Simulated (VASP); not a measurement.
CuAs: single point with LDA

Crystal: CuAs.

```
CELL_PARAMETERS angstrom
3.84569 0.00000 0.00000
-1.92284 3.33046 0.00000
0.00000 0.00000 4.94288
ATOMIC_POSITIONS crystal
Cu 0.00000 0.00000 0.50000
Cu 0.00000 0.00000 0.00000
As 0.66667 0.33333 0.75000
As 0.33333 0.66667 0.25000
```

This cell differs from its parent crystal: volume 15.827 Å^3 an atom, c/a of the conventional cell 1.2853.

```yaml
Program: VASP 6.6.1
Task: single point
Functional: LDA
Potentials_or_basis: VASP PAW LDA potentials, release 64 (Cu, As)
Cutoff: 520 eV
k_mesh: 15 × 15 × 10
Occupations: gaussian, width 0.15 eV
Spin: no spin polarisation
Dipole_correction: no
Further_INCAR_settings: ALGO = Normal; EDIFF = 1e-06; NBANDS = 24
```

```json
{
  "Pressure": "-5.4 GPa",
  "Band gap on the k mesh": "zero (band 16 reaches 7.79 eV, above the bottom of band 17 at 5.77 eV)"
}
```

Stress tensor (GPa, compression positive):
```
-5.33  0.00  0.00
 0.00 -5.33  0.00
 0.00  0.00 -5.59
```

Levels at points of the mesh, in eV from the Fermi level:
```tsv
k point	band 12	band 13	band 14	band 15	band 16	band 17	band 18	band 19	band 20	band 21
(0.00, 0.00, 0.00)	-2.90	-1.57	-0.20	-0.20	1.22	1.22	2.59	2.67	3.34	6.32
(0.00, 0.00, 0.50)	-3.53	-1.23	-1.23	0.93	0.93	0.93	0.93	4.39	4.39	5.80
```

Run time: 4 min on 1 thread of Intel Xeon 6975P-C (shared host), peak memory 0.33 GiB.
